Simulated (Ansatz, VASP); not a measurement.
## Ta: VASP beside Ansatz

Contents of POSCAR:

```
Ta
1.0
   -1.6304117210      1.6304117210      1.6304117210
    1.6304117210     -1.6304117210      1.6304117210
    1.6304117210      1.6304117210     -1.6304117210
Ta
1
Direct
    0.0000000000      0.0000000000      0.0000000000
```

The input INCAR.step1:

```
ALGO = Normal ; EDIFF = 1E-4
ENCUT = 600 ; GGA = PE
ISMEAR = -1 ; LASPH = True
LCHARG = False ; LREAL = False
LWAVE = True ; NELM = 80
PREC = Accurate ; SIGMA = 0.08
```

The input INCAR.step2:

```
ALGO = Normal ; EDIFF = 1E-6
EDIFFG = -0.005 ; ENCUT = 600
IBRION = 2 ; ISIF = 3
ISMEAR = -1 ; ISTART = 1
IVDW = 12 ; LASPH = True
LCHARG = False ; LMIXTAU = True
LREAL = False ; LWAVE = False
METAGGA = R2SCAN ; NELM = 80
NSW = 100 ; PREC = Accurate
SIGMA = 0.08 ; VDW_A1 = 0.49484001
VDW_A2 = 5.73083694 ; VDW_S6 = 1.0
VDW_S8 = 0.78981345
```

File KPOINTS:

```
k-points
0
Gamma
  16 16 16
```

Input for Ansatz:

```yaml
crystal:
  lattice:
    - [-1.630411721, 1.630411721, 1.630411721]
    - [1.630411721, -1.630411721, 1.630411721]
    - [1.630411721, 1.630411721, -1.630411721]
  atoms:
    - { symbol: Ta, position: [0.0, 0.0, 0.0] }
kpoints:
  mp_grid: { grid: [16, 16, 16] }
scf:
  occupations: { method: fermi_dirac, width: 0.08 }
  convergence: { dr2_threshold: 1.0e-06 }
hamiltonian:
  xc: r2scan
  pseudopotentials: { kind: paw }
  dispersion: d3bj
output:
  forces: true
  stress: true
relax:
  f_tol: 0.005
  max_steps: 80
  cell: {}
```

Alike in both runs: task relaxation of cell and atoms; functional r2SCAN; dispersion D3(BJ); k mesh 16 × 16 × 16; occupations fermi-dirac, width 0.08 eV; no spin polarisation.

```csv
,VASP,Ansatz
version,VASP 6.6.1,Ansatz 0.2.0
potentials or method,"VASP PAW PBE potentials, release 64 (Ta_pv)","PAW with Ansatz's default frozen-core files, scalar-relativistic"
plane-wave cutoff (eV),600,500
valence electrons in the cell,11,13
```

|  | VASP | Ansatz | Ansatz less VASP |
| --- | --- | --- | --- |
| relaxed volume (Å³/atom) | 17.89 | 17.84 | -0.057 |
| relaxed length of the cell vector where the two differ most in proportion (Å) | 2.854 | 2.851 | -0.0030 |

VASP's potentials were made for PBE, not for r2SCAN. VASP's potentials hold 11 valence electrons a cell and Ansatz's 13, so a difference there can come from the potentials and not from the codes. Ansatz's warnings: dispersion damping borrowed, force scf threshold loose, stress scf threshold loose.

Neither program's run includes spin-orbit coupling.
